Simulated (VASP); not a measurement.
# Rh (Pm-3m) in VASP: a series of runs

The runs below take Rh through single point, with PBEsol.

Program: VASP 6.6.1. These are calculated values, not measurements. Logs are shortened: lines on timing, memory, paths and dates and some standing lists are left out, and cuts for length are marked.

### Step 1. The cell of the first run

The structure is cubic, space group Pm-3m (No. 221). The conventional cell has a = 2.499 Å, b = 2.499 Å, c = 2.499 Å, α = 90.00°, β = 90.00°, γ = 90.00°. Within 3.3 Å of Rh (site symmetry m-3m) lie 6 Rh at 2.50 Å.

### Step 2. Single point, PBEsol

INCAR

```
SYSTEM = Rh
  PREC = Accurate
  ENCUT = 520
  EDIFF = 1E-7
  ISMEAR = 0
  SIGMA = 0.05
  LREAL = .FALSE.
  LASPH = .TRUE.
  NELM = 80
  ALGO = Normal
  ISIF = 2
  LWAVE = .FALSE.
  LCHARG = .TRUE.
  GGA = PS
  LELF = .TRUE.
  LVHAR = .TRUE.
  NBANDS = 14
```

KPOINTS

```
Automatic mesh
0
G
  19 19 19
  0 0 0
```

POSCAR

```
Rh
1.0
    2.4988271053      0.0000000000      0.0000000000
    0.0000000000      2.4988271053      0.0000000000
    0.0000000000      0.0000000000      2.4988271053
Rh
1
Direct
    0.0000000000      0.0000000000      0.0000000000
```

Potentials or basis: VASP PAW PBE potentials, release 64 (Rh_pv).

The run is started by

```
> cat potpaw_PBE.64/Rh_pv/POTCAR > POTCAR
> mpirun -np 1 vasp_std > vasp.out
```

OUTCAR:

```text
SYSTEM = Rh
   PREC = Accurate
   ENCUT = 520
   EDIFF = 1E-7
   ISMEAR = 0
   LREAL = .FALSE.
   LASPH = .TRUE.
   NELM = 80
   ISIF = 2
   GGA = PS

 ion  position               nearest neighbor table
   1  0.000  0.000  0.000-

  LATTYP: Found a simple cubic cell.
 ALAT       =     2.4988271053

  Lattice vectors:

 A1 = (   2.4988271053,   0.0000000000,   0.0000000000)
 A2 = (   0.0000000000,   2.4988271053,   0.0000000000)
 A3 = (   0.0000000000,   0.0000000000,   2.4988271053)

Analysis of symmetry for initial positions (statically):
=====================================================================
 Subroutine PRICEL returns:
 Original cell was already a primitive cell.

 Routine SETGRP: Setting up the symmetry group for a
 simple cubic supercell.

 Subroutine GETGRP returns: Found 48 space group operations
 (whereof 48 operations were pure point group operations)
 out of a pool of 48 trial point group operations.

The static configuration has the point symmetry O_h .

Analysis of symmetry for dynamics (positions and initial velocities):
=====================================================================
 Subroutine PRICEL returns:
 Original cell was already a primitive cell.

 Routine SETGRP: Setting up the symmetry group for a
 simple cubic supercell.

 Subroutine GETGRP returns: Found 48 space group operations
 (whereof 48 operations were pure point group operations)
 out of a pool of 48 trial point group operations.

The dynamic configuration has the point symmetry O_h .

 Subroutine INISYM returns: Found 48 space group operations
 (whereof 48 operations are pure point group operations),
 and found     1 'primitive' translations

----------------------------------------------------------------------------------------

                                     Primitive cell

  volume of cell :      15.6030

  direct lattice vectors                    reciprocal lattice vectors
     2.498827105  0.000000000  0.000000000     0.400187751  0.000000000  0.000000000
     0.000000000  2.498827105  0.000000000     0.000000000  0.400187751  0.000000000
     0.000000000  0.000000000  2.498827105     0.000000000  0.000000000  0.400187751

  length of vectors
     2.498827105  2.498827105  2.498827105     0.400187751  0.400187751  0.400187751

  position of ions in fractional coordinates (direct lattice)
     0.000000000  0.000000000  0.000000000

  ion indices of the primitive-cell ions
   primitive index   ion index
                 1           1

----------------------------------------------------------------------------------------

 KPOINTS: Automatic mesh

Automatic generation of k-mesh.
 Grid dimensions read from file:
 generate k-points for:   19   19   19

 Generating k-lattice:

  Cartesian coordinates                     Fractional coordinates (reciprocal lattice)
     0.021062513  0.000000000  0.000000000     0.052631579  0.000000000  0.000000000
     0.000000000  0.021062513  0.000000000     0.000000000  0.052631579  0.000000000
     0.000000000  0.000000000  0.021062513     0.000000000  0.000000000  0.052631579

  Length of vectors
     0.021062513  0.021062513  0.021062513

  Shift w.r.t. Gamma in fractional coordinates (k-lattice)
     0.000000000  0.000000000  0.000000000

 Subroutine IBZKPT returns following result:
 ===========================================

 Found    220 irreducible k-points:

 Following reciprocal coordinates:
            Coordinates               Weight
  0.000000  0.000000  0.000000      1.000000
  0.052632  0.000000  0.000000      6.000000
  0.105263  0.000000  0.000000      6.000000
  0.157895  0.000000  0.000000      6.000000
  0.210526  0.000000  0.000000      6.000000
  0.263158  0.000000  0.000000      6.000000
[... 16 lines left out ...]
  0.263158  0.105263  0.000000     24.000000
  0.315789  0.105263  0.000000     24.000000
 [... further k-points ...]
   k-points           NKPTS =    220   k-points in BZ     NKDIM =    220   number of bands    NBANDS=     14
   number of dos      NEDOS =    301   number of ions     NIONS =      1
   total plane-waves  NPLWV =   8000
   dimension x,y,z NGX =    20 NGY =   20 NGZ =   20
   dimension x,y,z NGXF=    40 NGYF=   40 NGZF=   40
   ions per type =               1
   NGX,Y,Z   is equivalent  to a cutoff of  13.31, 13.31, 13.31 a.u.
   NGXF,Y,Z  is equivalent  to a cutoff of  26.61, 26.61, 26.61 a.u.
 SYSTEM =  Rh
   PREC   = accura    normal or accurate (medium, high low for compatibility)
   ISTART =      0    job   : 0-new  1-cont  2-samecut
   ICHARG =      2    charge: 1-file 2-atom 10-const
   ISPIN  =      1    spin polarized calculation?
   LNONCOLLINEAR =      F non collinear calculations
   LSORBIT =      F    spin-orbit coupling
   LASPH  =      T    aspherical Exc in radial PAW
   ENCUT  =  520.0 eV  38.22 Ry    6.18 a.u.   4.65  4.65  4.65*2*pi/ulx,y,z
   NELM   =     80;   NELMIN=  2; NELMDL= -5     # of ELM steps
   EDIFF  = 0.1E-06   stopping-criterion for ELM
   LREAL  =      F    real-space projection
   EDIFFG = 0.1E-05   stopping-criterion for IOM
   NSW    =      0    number of steps for IOM
   IBRION =     -1    ionic relax: 0-MD 1-quasi-New 2-CG
   NFREE  =      0    steps in history (QN), initial steepest desc. (CG)
   ISIF   =      2    stress and relaxation
   ISYM   =      2    0-nonsym 1-usesym 2-fastsym
   POTIM  = 0.5000    time-step for ionic-motion
   TEBEG  =    0.0;   TEEND  =   0.0 temperature during run
   PSTRESS=    0.0 pullay stress
   NELECT =      15.0000    total number of electrons
   NUPDOWN=      -1.0000    fix difference up-down
   EMIN   =  10.00;   EMAX   =-10.00  energy-range for DOS
   EFERMI =   0.00;   METHOD = LEGACY
   ISMEAR =     0;   SIGMA  =   0.05  broadening in eV -4-tet -1-fermi 0-gaus
   EFERMI_NEDOS =   21; number of points for ismear=-14 and -15
   IALGO  =     38    algorithm
   IMIX   =      4    mixing-type and parameters
     AMIX     =   0.40;   BMIX     =  1.00
     AMIX_MAG =   1.60;   BMIX_MAG =  1.00
  volume/ion in A,a.u.               =      15.60       105.29
  Fermi-wavevector in a.u.,A,eV,Ry     =   1.615731  3.053289 35.519185  2.610586
  Thomas-Fermi vector in A             =   2.710431
   LORBIT       =      0    0 simple, 1 ext, 2 COOP (PROOUT), +10 PAW based schemes
   GGA     = PS    functional components
   LHFCALC =     F    Hartree Fock is set to
   AEXX    =    0.0000 exact exchange contribution
   IVDW    =     0    specifies the selected vdW correction
   LEPSILON=     F    determine dielectric tensor
   LRPA    =     F    only Hartree local field effects (RPA)
 non-spin polarized calculation
 Gauss-broadening in eV      SIGMA  =   0.05
  energy-cutoff  :      520.00
  volume of cell :       15.60
 maximum number of plane-waves:       439
 NGX is ok and might be reduce to    20
   NGX =  9   NGY =  9   NGZ =  9

 number of electron      14.9999993 magnetization

 Free energy of the ion-electron system (eV)
  ---------------------------------------------------
  ext. energy  EPLUGINS =         0.00000000
  ---------------------------------------------------
  free energy    TOTEN  =        -7.24992907 eV

  energy without entropy =       -7.24811230  energy(sigma->0) =       -7.24902069

 E-fermi :   9.7084     XC(G=0): -13.2705

 val. band max:        9.6936509367   @ k =   0.1579   0.1053   0.1053
 cond. band min:       9.7088437380   @ k =   0.1579   0.1053   0.1053
 fundamental gap:      0.0151928013
 Fermi energy:         9.7083614212

 k-point     1 :       0.0000    0.0000    0.0000
  band No.  band energies     occupation
      1     -36.2952      2.00000
      2     -36.2952      2.00000
      3     -36.2952      2.00000
      4       2.6209      2.00000
      5       4.3065      2.00000
      6       4.3065      2.00000
      7      10.5557      0.00000
      8      10.5557      0.00000
      9      10.5557      0.00000
     10      26.7753      0.00000
     11      26.7753      0.00000
     12      26.7753      0.00000
     13      30.6584      0.00000
     14      34.3539      0.00000

 k-point     2 :       0.0526    0.0000    0.0000
  band No.  band energies     occupation
      1     -36.3180      2.00000
      2     -36.2933      2.00000
      3     -36.2933      2.00000
      4       2.7043      2.00000
      5       4.3232      2.00000
      6       4.3839      2.00000
      7      10.4809      0.00000
      8      10.4809      0.00000
      9      10.5614      0.00000
     10      26.1911      0.00000
     11      26.9233      0.00000
     12      26.9233      0.00000
     13      30.6609      0.00000
     14      33.9035      0.00000

 k-point     3 :       0.1053    0.0000    0.0000
  band No.  band energies     occupation
      1     -36.3836      2.00000
      2     -36.2877      2.00000
      3     -36.2877      2.00000
      4       2.9382      2.00000
      5       4.3720      2.00000
      6       4.6241      2.00000
      7      10.2703      0.00000
      8      10.2703      0.00000
      9      10.5782      0.00000
     10      24.8521      0.00000
     11      27.3509      0.00000
     12      27.3509      0.00000
     13      30.6640      0.00000
     14      32.9173      0.00000
[... 324 lines left out ...]
 k-point    23 :       0.2632    0.1053    0.0000
  band No.  band energies     occupation
      1     -36.7320      2.00000
      2     -36.3435      2.00000
      3     -36.2498      2.00000
      4       4.3187      2.00000
      5       4.9432      2.00000
      6       6.4518      2.00000
      7       9.0507      2.00000
      8       9.2590      2.00000
      9      10.4106      0.00000
     10      20.5658      0.00000
     11      27.1129      0.00000
     12      30.3235      0.00000
     13      30.4102      0.00000
     14      30.6815      0.00000

 k-point    24 :       0.3158    0.1053    0.0000
  band No.  band energies     occupation
      1     -36.8593      2.00000
      2     -36.3317      2.00000
      3     -36.2385      2.00000
      4       4.6439      2.00000
      5       5.0921      2.00000
      6       7.0644      2.00000
      7       8.9227      2.00000
      8       9.0200      2.00000
      9      10.4497      0.00000
     10      19.1502      0.00000
     11      27.5815      0.00000
     12      29.8197      0.00000
     13      30.6782      0.00000
     14      31.4415      0.00000

 [... further k-points ...]
[... 5 lines left out ...]
  --------------------------------------------------------------------------------------
  -------------------------------------------------------------------------------------
  Total        0.0016013      0.0016013      0.0016013      0.0000000     -0.0000000     -0.0000000
  in kB        0.1644269      0.1644269      0.1644269      0.0000000     -0.0000000     -0.0000000
  external PRESSURE =       0.1644269 kB  Pullay stress =       0.0000000 kB

 VOLUME and BASIS-vectors are now :
 -----------------------------------------------------------------------------
  energy-cutoff  :      520.00
  volume of cell :       15.60
      direct lattice vectors                 reciprocal lattice vectors
     2.498827105  0.000000000  0.000000000     0.400187751  0.000000000  0.000000000
     0.000000000  2.498827105  0.000000000     0.000000000  0.400187751  0.000000000
     0.000000000  0.000000000  2.498827105     0.000000000  0.000000000  0.400187751

 POSITION                                       TOTAL-FORCE (eV/Angst)
 -----------------------------------------------------------------------------------
      0.00000      0.00000      0.00000         0.000000      0.000000      0.000000
 -----------------------------------------------------------------------------------
    total drift:                               -0.000000      0.000000     -0.000000

  FREE ENERGIE OF THE ION-ELECTRON SYSTEM (eV)
  ---------------------------------------------------
  free  energy   TOTEN  =        -7.2499290656 eV

  energy  without entropy=       -7.2481123045  energy(sigma->0) =       -7.24902069
```

It took 18 s on 1 thread of AMD EPYC 9R45 (Zen 5), shared host; peak memory 0.13 GiB.

Results:

| Property | Result |
| --- | --- |
| Free energy | -7.2499 eV |
| Pressure | 0.0 GPa |

Caveat: the PAW data sets were made with another functional, which shifts forces and pressure a little.

### Step 3. Single point, PBEsol

INCAR

```
SYSTEM = Rh
PREC     = Accurate       ! precision mode
ENCUT    = 520            ! plane-wave cutoff, eV
EDIFF    = 1E-6           ! SCF threshold, eV
ISMEAR   = 0              ! smearing method
SIGMA    = 0.05           ! smearing width, eV
LREAL    = .False.        ! projectors in reciprocal space
LASPH    = .True.         ! aspherical terms in the spheres
NELM     = 80             ! most SCF steps
ALGO     = Normal         ! electronic algorithm
ISIF     = 2              ! what is computed and relaxed
LWAVE    = .False.        ! write WAVECAR
LCHARG   = .False.        ! write CHGCAR
GGA      = PS             ! functional
NBANDS   = 14             ! bands
```

KPOINTS

```
Automatic mesh
0
Gamma
  18 18 18
  0 0 0
```

POSCAR is that of step 2.

Potentials or basis: VASP PAW PBE potentials, release 64 (Rh_pv).

The run is started by

```
> cat potpaw_PBE.64/Rh_pv/POTCAR > POTCAR
> mpirun -np 1 vasp_std > vasp.out
```

OUTCAR:

```text
SYSTEM = Rh
   PREC = Accurate
   ENCUT = 520
   EDIFF = 1E-6
   ISMEAR = 0
   LREAL = .False.
   LASPH = .True.
   NELM = 80
   ISIF = 2
   GGA = PS

 ion  position               nearest neighbor table
   1  0.000  0.000  0.000-

  LATTYP: Found a simple cubic cell.
 ALAT       =     2.4988271053

  Lattice vectors:

 A1 = (   2.4988271053,   0.0000000000,   0.0000000000)
 A2 = (   0.0000000000,   2.4988271053,   0.0000000000)
 A3 = (   0.0000000000,   0.0000000000,   2.4988271053)

Analysis of symmetry for initial positions (statically):
[... 579 lines left out ...]
      8       9.1414      2.00000
      9      10.4341      0.00000
     10      18.7448      0.00000
     11      27.5406      0.00000
     12      29.7264      0.00000
     13      30.6758      0.00000
     14      31.8564      0.00000

 [... further k-points ...]
[... 5 lines left out ...]
  --------------------------------------------------------------------------------------
  -------------------------------------------------------------------------------------
  Total       -0.0016649     -0.0016649     -0.0016649     -0.0000000      0.0000000     -0.0000000
  in kB       -0.1709533     -0.1709533     -0.1709533     -0.0000000      0.0000000     -0.0000000
  external PRESSURE =      -0.1709533 kB  Pullay stress =       0.0000000 kB

 VOLUME and BASIS-vectors are now :
 -----------------------------------------------------------------------------
  energy-cutoff  :      520.00
  volume of cell :       15.60
      direct lattice vectors                 reciprocal lattice vectors
     2.498827105  0.000000000  0.000000000     0.400187751  0.000000000  0.000000000
     0.000000000  2.498827105  0.000000000     0.000000000  0.400187751  0.000000000
     0.000000000  0.000000000  2.498827105     0.000000000  0.000000000  0.400187751

 POSITION                                       TOTAL-FORCE (eV/Angst)
 -----------------------------------------------------------------------------------
      0.00000      0.00000      0.00000         0.000000      0.000000      0.000000
 -----------------------------------------------------------------------------------
    total drift:                               -0.000000      0.000000     -0.000000

  FREE ENERGIE OF THE ION-ELECTRON SYSTEM (eV)
  ---------------------------------------------------
  free  energy   TOTEN  =        -7.2498059176 eV

  energy  without entropy=       -7.2476251732  energy(sigma->0) =       -7.24871555
```

OSZICAR:

```text
N       E                     dE             d eps       ncg     rms          rms(c)
DAV:   1     0.120240626710E+03    0.12024E+03   -0.88534E+03  6172   0.112E+03
DAV:   2    -0.601359813721E+01   -0.12625E+03   -0.11984E+03  6700   0.334E+02
DAV:   3    -0.762102405967E+01   -0.16074E+01   -0.16037E+01  7396   0.419E+01
DAV:   4    -0.762817751971E+01   -0.71535E-02   -0.71524E-02  7404   0.285E+00
DAV:   5    -0.762825669490E+01   -0.79175E-04   -0.79171E-04  7574   0.269E-01    0.921E+00
DAV:   6    -0.725823689984E+01    0.37002E+00   -0.67697E-01  7378   0.110E+01    0.336E+00
DAV:   7    -0.725211329862E+01    0.61236E-02   -0.28615E-02  7090   0.121E+00    0.170E+00
DAV:   8    -0.725002982017E+01    0.20835E-02   -0.43482E-03  7018   0.872E-01    0.150E-01
DAV:   9    -0.724980855393E+01    0.22127E-03   -0.59632E-04  7348   0.332E-01    0.373E-02
DAV:  10    -0.724980632436E+01    0.22296E-05   -0.88824E-06  7282   0.356E-02    0.654E-03
DAV:  11    -0.724980591756E+01    0.40680E-06   -0.11006E-06  4700   0.131E-02
   1 F= -.72498059E+01 E0= -.72487155E+01  d E =-.218074E-02
```

stdout:

```text
POSCAR found type information on POSCAR Rh
 POSCAR found :  1 types and       1 ions
 scaLAPACK will be used
 -----------------------------------------------------------------------------
|                                                                             |
|                                                                             |
|     You enforced a specific xc type in the INCAR file but a different       |
|     I HOPE YOU KNOW WHAT YOU ARE DOING!                                     |
|                                                                             |
 -----------------------------------------------------------------------------

 LDA part: xc-table for (Slater+PW92), standard interpolation
 POSCAR, INCAR and KPOINTS ok, starting setup
 FFT: planning ... GRIDC
 FFT: planning ... GRID_SOFT
 FFT: planning ... GRID
 WAVECAR not read
 entering main loop
```

Wall time 16 s (1 thread of AMD EPYC 9R45 (Zen 5), shared host); peak memory 0.13 GiB.

Results:

```yaml
Free_energy: -7.2498 eV
Pressure: 0.0 GPa
```

Levels at points of the mesh, in eV from the Fermi level:
```tsv
k point	band 4	band 5	band 6	band 7	band 8	band 9	band 10	band 11
(0.00, 0.00, 0.00)	-7.11	-5.43	-5.43	0.82	0.82	0.82	17.04	17.04
(0.50, 0.00, 0.00)	-4.76	-4.58	-1.44	-1.44	-0.19	1.04	6.46	17.53
(0.50, 0.50, 0.00)	-5.94	-3.86	-1.00	-1.00	2.47	5.66	5.66	13.52
(0.50, 0.50, 0.50)	-4.73	-4.73	-4.73	2.62	2.62	10.03	12.37	12.37
```

Caveat: the PAW data sets were made with another functional, which shifts forces and pressure a little.
